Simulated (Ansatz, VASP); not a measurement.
GaP in VASP and in Ansatz

```
Ga P
1.0
     0.00000    2.72525    2.72525
     2.72525    0.00000    2.72525
     2.72525    2.72525    0.00000
Ga P
1 1
Direct
  0.00000 0.00000 0.00000
  0.75000 0.75000 0.75000
```

Alike in both runs: task relaxation of cell and atoms; functional PBEsol; k mesh 6 × 6 × 6; occupations fermi-dirac, width 0.05 eV; non-collinear spin, spin-orbit coupling.

|  | VASP | Ansatz |
| --- | --- | --- |
| version | VASP 6.6.1 | Ansatz 0.2.0 |
| potentials or method | VASP PAW PBE potentials, release 64 (Ga_d, P), cutoff 600 eV | all-electron LAPW, relativistic spinors |

```tsv
	VASP	Ansatz	Ansatz less VASP
net moment per atom (μB)	0.00	0.00	0.000
relaxed volume (Å³/atom)	20.09	20.11	+0.015
relaxed cell length with the largest relative difference (Å)	3.845	3.846	+0.0009
```

VASP's potentials were made for PBE, not for PBEsol. Ansatz ran all-electron here, and VASP with PAW potentials.
